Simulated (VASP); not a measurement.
Rh: single point with r2SCAN

Rh:

```
CELL_PARAMETERS angstrom
2.73098 0.00000 0.00000
-1.36549 2.36510 0.00000
0.00000 0.00000 4.42849
ATOMIC_POSITIONS crystal
Rh 0.66667 0.33333 0.75000
Rh 0.33333 0.66667 0.25000
```

- Program: VASP 6.6.1
- Task: single point
- Functional: r2SCAN
- Potentials or basis: VASP PAW PBE potentials, release 64 (Rh_sv_GW)
- Cutoff: 580 eV
- k mesh: 6 × 6 × 4
- Occupations: gaussian, width 0.1 eV
- Spin: no spin polarisation
- Dipole correction: no
- Second run: valence_matched
- Further INCAR settings: ALGO = Normal; EDIFF = 1e-06; NBANDS = 24

The pressure is -11.1 GPa. The band gap on the k mesh is zero (band 17 reaches 10.72 eV, above the bottom of band 18 at 8.38 eV).

Stress tensor (GPa, compression positive):
```
 -9.17   0.00   0.00
  0.00  -9.17   0.00
  0.00   0.00 -14.88
```

Levels at points of the mesh, in eV from the Fermi level:
| k point | band 13 | band 14 | band 15 | band 16 | band 17 | band 18 | band 19 | band 20 | band 21 | band 22 |
| --- | --- | --- | --- | --- | --- | --- | --- | --- | --- | --- |
| (0.00, 0.00, 0.00) | -2.83 | -2.33 | -2.33 | -1.76 | -1.76 | 0.23 | 0.23 | 1.00 | 8.76 | 16.62 |
| (0.50, 0.00, 0.00) | -2.55 | -2.09 | -1.93 | 0.54 | 0.69 | 0.83 | 3.20 | 5.35 | 10.72 | 11.10 |
| (0.00, 0.00, 0.50) | -2.94 | -2.94 | -2.94 | -2.94 | -0.33 | -0.33 | -0.33 | -0.33 | 15.36 | 15.36 |
| (0.50, 0.00, 0.50) | -1.52 | -1.52 | -0.17 | -0.17 | 0.72 | 0.72 | 2.93 | 2.93 | 9.56 | 9.56 |

It took 69 s on 1 thread of Intel(R) Xeon(R) Platinum 8375C CPU @ 2.90GHz (Ice Lake), with other jobs on the host, peak memory 0.17 GiB.

Caveat: the k points lie up to 0.44 Å⁻¹ apart; the PAW data sets were made with another functional, which shifts forces and pressure a little.
